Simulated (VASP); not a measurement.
The system is Co.

```
Co
1.0
     2.50740    0.00000    0.00000
    -1.25370    2.17147    0.00000
     0.00000    0.00000    4.06990
Co
2
Direct
  0.33333 0.66667 0.25000
  0.66667 0.33333 0.75000
```

Base run:

- Program: VASP 6.6.1
- Functional: PBE
- Potentials or basis: VASP PAW PBE potentials, release 64 (Co)
- Cutoff: 600 eV
- k mesh: 15 × 15 × 8
- Occupations: fermi-dirac, width 0.08 eV
- Spin: collinear spin, ferromagnetic start
- Starting moments: [1.095, 1.095] μB
- Fixed moment: 2.19 μB

Its results: pressure -10.6 GPa; site moments Co +1.12 μB.

Problem. The run is repeated on the same cell with these changes: fixed moment from 2.19 μB to 3.6 μB; moments at the start from [1.1, 1.1] to [1.8, 1.8]. What comes out?

Solution. Pressure -1.4 GPa; site moments Co +1.81 μB.

Caveats: the total moment is fixed, so each spin has its own Fermi level and the state may be an excited one; the cell stands under tension (at least some runs).
